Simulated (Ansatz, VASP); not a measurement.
# SiAg2Br6 in VASP and in Ansatz

```
Si Ag Br
1.0
     6.74861    0.00000    0.00000
     0.00000    6.74861    0.00000
     0.00000    0.00000    5.54264
Si Ag Br
1 2 6
Cartesian
  0.0000 0.0000 0.0000
  3.3743 0.0000 2.7713
  0.0000 3.3743 2.7713
  0.0000 0.0000 2.7713
  3.3743 3.3743 2.7713
  1.6320 1.6320 0.0000
  5.1166 5.1166 0.0000
  1.6320 5.1166 0.0000
  5.1166 1.6320 0.0000
```

Change from the starting cell: ordered vacancies on the cation sites of perovskite (P4/mmm, No. 123).

Alike in both runs: functional PBE; k mesh 4 × 4 × 4; occupations gaussian, width 0.1 eV; no spin polarisation.

Ansatz relaxed the structure, and its values are those at the end. VASP's run is a single point on that final structure, the one shown.

```csv
,VASP,Ansatz
version,VASP 6.6.1,Ansatz 0.2.0
potentials or method,"VASP PAW PBE potentials, release 64 (Si, Ag, Br), cutoff 520 eV","scalar-relativistic, plane waves, PAW"
valence electrons in the cell,68,84
```

|  | VASP | Ansatz | Ansatz less VASP |
| --- | --- | --- | --- |
| gap on the k mesh at the Fermi level (eV) | 0.39 | 0.39 | +0.001 |
| least direct gap on the mesh (eV) | 0.39 | 0.39 | +0.001 |
| pressure (GPa) | 0.2 | 0.2 | +0.01 |
| rms of the force components (eV/Å) | 0.011 | 0.009 | -0.0023 |

The functional is the same, so the differences come from potentials, cutoffs and numerics. VASP's potentials hold 68 valence electrons a cell and Ansatz's 84, so a difference there can come from the potentials and not from the codes.
